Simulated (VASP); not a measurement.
Crystal: Al.

```xyz
2
Lattice="3.3376 0.0000 0.0000 0.0000 4.6496 0.0000 0.0000 0.0000 2.4779" Properties=species:S:1:pos:R:3 pbc="T T T"
Al    1.6688    0.0000    0.0477
Al    0.0000    2.3248    2.4303
```

| Property | Result |
| --- | --- |
| Program | VASP 6.6.1 |
| Task | relaxation of cell and atoms |
| Functional | PBE |
| Potentials or basis | VASP PAW PBE potentials, release 64 (Al) |
| Cutoff | 600 eV |
| k mesh | 6 × 4 × 8 |
| Occupations | gaussian, width 0.1 eV |
| Spin | no spin polarisation |

At the start: pressure 4.0 GPa; volume 19.23 Å³/atom.

**Question.** Where does the relaxation end?

**Answer.** Over 41 steps the energy falls by 473.1 meV/atom and the volume is 16.46 Å³/atom (-14.4 %); space group Pmmn (No. 59, to 0.05 Å).

Step by step:
```tsv
step	energy change (eV)	largest force (eV/Å)	pressure (GPa)	volume (Å³)
1	0.0000	0.0890	3.96	38.45
3	-0.3567	0.0802	-3.76	41.30
5	-0.4438	0.1082	-1.80	39.41
7	-0.4987	0.1236	0.08	37.55
9	-0.4990	0.1256	0.26	37.45
11	-0.5051	0.1308	0.10	37.46
13	-0.5070	0.1302	-0.29	37.57
15	-0.5104	0.1515	0.04	37.42
17	-0.5133	0.1727	0.12	37.36
19	-0.5446	0.3020	0.07	37.13
21	-0.7810	0.4337	-3.54	36.14
23	-0.8637	0.1886	-4.74	35.63
25	-0.8934	0.0563	-4.19	35.17
27	-0.8980	0.1109	-3.66	34.88
29	-0.9175	0.0774	-2.28	34.12
31	-0.9121	0.0934	4.90	31.16
33	-0.9331	0.0095	0.81	32.53
35	-0.9396	0.0276	0.97	32.51
37	-0.9436	0.0342	1.13	32.48
39	-0.9459	0.0310	0.33	32.80
41	-0.9462	0.0284	0.06	32.91
```

Final structure:
```cif
data_structure
_symmetry_space_group_name_H-M 'P 1'
_symmetry_Int_Tables_number 1
_cell_length_a 2.7911
_cell_length_b 4.1249
_cell_length_c 2.8586
_cell_angle_alpha 90.000
_cell_angle_beta 90.000
_cell_angle_gamma 90.000
_cell_volume 32.91
loop_
_atom_site_label
_atom_site_type_symbol
_atom_site_fract_x
_atom_site_fract_y
_atom_site_fract_z
_atom_site_occupancy
Al1 Al 0.50000 0.00000 0.24542 1
Al2 Al 0.00000 0.50000 0.75458 1
```
